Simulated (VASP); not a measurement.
Input of a VASP 6.6.1 run:

Contents of INCAR:

```
SYSTEM = PtS2
  ADDGRID = .FALSE.
  ALGO = Normal
  BPARAM = 11.95
  CPARAM = 0.0093
  EDIFF = 1E-7
  EFERMI = MIDGAP
  ENCUT = 690
  GGA_COMPAT = .FALSE.
  ISIF = 2
  ISMEAR = 0
  IVDW_NL = 2
  LASPH = .TRUE.
  LCHARG = .FALSE.
  LMIXTAU = .TRUE.
  LREAL = .FALSE.
  LUSE_VDW = .TRUE.
  LWAVE = .FALSE.
  METAGGA = R2SCAN
  NBANDS = 33
  NELM = 120
  PREC = Accurate
  SIGMA = 0.03
```

KPOINTS

```
Automatic mesh
0
Gamma
  14 14 9
  0 0 0
```

File POSCAR:

```
PtS2
1.0
    3.5432000000      0.0000000000      0.0000000000
   -1.7716000000      3.0685012107      0.0000000000
    0.0000000000      0.0000000000      5.0891880000
Pt S
1 2
Direct
    0.0000000000      0.0000000000      0.0000000000
    0.6666666700      0.3333333300      0.7730000000
    0.3333333300      0.6666666700      0.2369230000
```

Potentials or basis: VASP PAW PBE potentials, release 64 (Pt, S).

Launch:

```bash
$ cat potpaw_PBE.64/Pt/POTCAR potpaw_PBE.64/S/POTCAR > POTCAR
$ mpirun -np 1 vasp_std > vasp.out
```

(1) Estimate the band gap on the k mesh.

(2) What does it give for the largest force?

(3) Estimate the pressure.

Answers

(1) 0.87 eV (least direct gap 1.24 eV).

(2) 0.993 eV/Å.

(3) 4.9 GPa.

Caveat: the cell differs from its parent crystal (last atom moved by 0.05 Å along z, cell strained by +1.0% along z); the cell stands under pressure; the PAW data sets were made with another functional, which shifts forces and pressure a little; spin-orbit coupling is left out, which moves the levels of the heavy elements.
